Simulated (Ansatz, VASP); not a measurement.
# Two plane-wave programs on Sb

File INCAR:

```
SYSTEM = Sb
ALGO     = Normal         ! electronic algorithm
EDIFF    = 1E-7           ! SCF threshold, eV
ENCUT    = 520            ! plane-wave cutoff, eV
GGA      = PE             ! functional
ISIF     = 2              ! what is computed and relaxed
ISMEAR   = -1             ! smearing method
LASPH    = .TRUE.         ! aspherical terms in the spheres
LCHARG   = .FALSE.        ! write CHGCAR
LREAL    = .FALSE.        ! projectors in reciprocal space
LWAVE    = .FALSE.        ! write WAVECAR
NBANDS   = 12             ! bands
NELM     = 100            ! most SCF steps
PREC     = Accurate       ! precision mode
SIGMA    = 1.0            ! smearing width, eV
```

KPOINTS

```
k-points
0
G
  9 9 9
  0 0 0
```

File POSCAR:

```
Sb
1.0
    2.1879029667      1.2631863668      3.8431731385
   -2.1879029667      1.2631863668      3.8431731385
    0.0000000000     -2.5263727336      3.8431731385
Sb
2
Direct
    0.2326795448      0.2326795448      0.2326795448
    0.7673204552      0.7673204552      0.7673204552
```

Input for Ansatz:

```yaml
crystal:
  lattice:
    - [2.1879029667, 1.2631863668, 3.8431731385]
    - [-2.1879029667, 1.2631863668, 3.8431731385]
    - [0.0, -2.5263727336, 3.8431731385]
  atoms:
    - { symbol: Sb, position: [0.2326795448, 0.2326795448, 0.2326795448] }
    - { symbol: Sb, position: [0.7673204552, 0.7673204552, 0.7673204552] }
hamiltonian:
  xc: pbe
  pseudopotentials:
    kind: paw
    azcp:
      Sb: "pseudopotentials/Sb.paw.azcp"
basis:
  ecutwfc: 420
  fft_grid_basis: typed
kpoints:
  mp_grid: { grid: [9, 9, 9], shift: [0, 0, 0] }
magnetization:
  spin_polarized: false
scf:
  occupations: { method: fermi_dirac, width: 1.0 }
  lower_state_search: "off"
output:
  stress: true
```

Alike in both runs: task single point; functional PBE; k mesh 9 × 9 × 9; occupations fermi-dirac, width 1 eV; no spin polarisation.

|  | VASP | Ansatz |
| --- | --- | --- |
| version | VASP 6.6.1 | Ansatz 0.2.0 |
| potentials or method | VASP PAW PBE potentials, release 64 (Sb), cutoff 520 eV | plane waves (420 eV) with PAW, scalar-relativistic |
| valence electrons in the cell | 10 | 30 |

|  | VASP | Ansatz | Ansatz less VASP |
| --- | --- | --- | --- |
| pressure (GPa) | 4.4 | 4.4 | -0.03 |
| traceless stress, the component that is largest in VASP (GPa) | -0.71 | -0.68 | +0.028 |

VASP's potentials hold 10 valence electrons a cell and Ansatz's 30, so a difference there can come from the potentials and not from the codes.

Spin-orbit coupling is off throughout.
